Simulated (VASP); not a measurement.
Input of a VASP 6.6.1 run:

File INCAR:

```
ALGO = Normal ; EDIFF = 1E-6
EDIFFG = -0.04 ; ENCUT = 600
GGA = PE ; IBRION = 2
ISIF = 3 ; ISMEAR = 0
ISPIN = 2 ; LASPH = T
LCHARG = F ; LORBIT = 11
LREAL = F ; LWAVE = F
MAGMOM = 0 1 1 1 ; NELM = 150
NSW = 90 ; PREC = Accurate
SIGMA = 0.1
```

KPOINTS

```
k-points
0
Gamma
  6 6 6
```

File POSCAR:

```
GaO3
1.0
    3.4463687600      0.0000000000      0.0000000000
    0.0000000000      3.4463687600      0.0000000000
    0.0000000000      0.0000000000      3.4463687600
Ga O
1 3
Direct
    0.0000000000      0.0000000000      0.0000000000
    0.0000000000      0.5000000000      0.5000000000
    0.5000000000      0.0000000000      0.5000000000
    0.5000000000      0.5000000000      0.0000000000
```

Potentials or basis: VASP PAW PBE potentials, release 64 (Ga_d, O).

Run with:

```sh
$ cat potpaw_PBE.64/Ga_d/POTCAR potpaw_PBE.64/O/POTCAR > POTCAR
$ mpirun -np 1 vasp_std > vasp.out
```

Task: Estimate the relaxed cell.

Result: a = 3.343 Å, b = 3.343 Å, c = 3.343 Å, α = 90.00°, β = 90.00°, γ = 90.00°.

Task: What does it give for the relaxed volume?

Result: 9.34 Å³/atom.

The path:
| step | energy change (eV) | largest force (eV/Å) | pressure (GPa) | volume (Å³) |
| --- | --- | --- | --- | --- |
| 1 | 0.0000 | 0.0000 | -10.42 | 40.93 |
| 2 | -0.1256 | 0.0000 | 0.98 | 37.12 |
| 3 | -0.1264 | 0.0000 | 0.02 | 37.36 |
